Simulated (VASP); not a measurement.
Hf2SiO4: relaxation of shape and atoms at fixed volume with PBE

Crystal: Hf2SiO4.

```
CELL_PARAMETERS angstrom
3.24015 0.00000 0.00000
-1.62007 2.80605 0.00000
0.00000 0.00000 17.06226
ATOMIC_POSITIONS crystal
Hf 0.00000 0.00000 0.67066
Hf 0.00000 0.00000 0.32934
Si 0.00000 0.00000 0.00000
O 0.33333 0.66667 0.61208
O 0.66667 0.33333 0.38792
O 0.66667 0.33333 0.72924
O 0.33333 0.66667 0.27076
```

```
Program                : VASP 6.6.1
Task                   : relaxation of shape and atoms at fixed volume
Functional             : PBE
Potentials or basis    : VASP PAW PBE potentials, release 64 (Hf_pv, Si, O)
Cutoff                 : 600 eV
k mesh                 : 12 × 12 × 2
Occupations            : gaussian, width 0.1 eV
Spin                   : no spin polarisation
Dipole correction      : no
Further INCAR settings : ALGO = Normal; EDIFF = 1e-07; IBRION = 2; EDIFFG = -0.01; NSW = 50; ISIF = 4
```

```
Energy gained by relaxing    : 12.5 meV/atom
Ionic steps                  : 5
Pressure after relaxing      : -0.2 GPa
Largest force after relaxing : 0.008 eV/Å
Band gap on the k mesh       : zero (bands 24 and 25 overlap by 1.20 eV)
```

Forces in eV/Å, atoms in the order of the input:
```
Hf   0.000  0.000 -0.004
Hf   0.000  0.000  0.004
Si   0.000  0.000  0.000
O    0.000  0.000  0.008
O    0.000  0.000 -0.008
O    0.000  0.000 -0.005
O    0.000  0.000  0.005
```

Step by step:
```csv
step,energy change (eV),largest force (eV/Å),pressure (GPa),volume (Å³)
1,0.0000,0.6099,-4.47,155.13
2,-0.0710,0.1605,-1.99,155.13
3,-0.0819,0.1040,-0.56,155.13
4,-0.0873,0.0169,-0.30,155.13
5,-0.0875,0.0082,-0.24,155.13
```

Final structure:
```yaml
crystal:
  lattice:
    - [3.19758, 0.00000, 0.00000]
    - [-1.59879, 2.76918, 0.00000]
    - [0.00000, 0.00000, 17.51962]
  atoms:
    - { symbol: Hf, position: [0.00000, 0.00000, 0.67066] }
    - { symbol: Hf, position: [0.00000, 0.00000, 0.32934] }
    - { symbol: Si, position: [0.00000, 0.00000, 0.00000] }
    - { symbol: O, position: [0.33333, 0.66667, 0.61449] }
    - { symbol: O, position: [0.66667, 0.33333, 0.38551] }
    - { symbol: O, position: [0.66667, 0.33333, 0.72682] }
    - { symbol: O, position: [0.33333, 0.66667, 0.27318] }
```

Levels at points of the mesh, in eV from the Fermi level:
```
           k point  band 20  band 21  band 22  band 23  band 24  band 25  band 26  band 27  band 28
(0.00, 0.00, 0.00)    -3.48    -3.48    -3.48    -3.48    -1.39     2.03     2.03     2.03     2.03
(0.50, 0.00, 0.00)    -4.15    -4.14    -3.71    -3.67    -2.61     1.49     1.63     1.65     3.12
(0.00, 0.00, 0.50)    -3.48    -3.48    -3.48    -3.48    -1.39     2.03     2.03     2.03     2.03
(0.50, 0.00, 0.50)    -4.15    -4.14    -3.71    -3.67    -2.61     1.49     1.64     1.64     3.13
```

It took 32 min on 1 thread of Intel Xeon 8259CL (shared host), peak memory 0.46 GiB.

Caveat: spin-orbit coupling is left out, which moves the levels of the heavy elements.
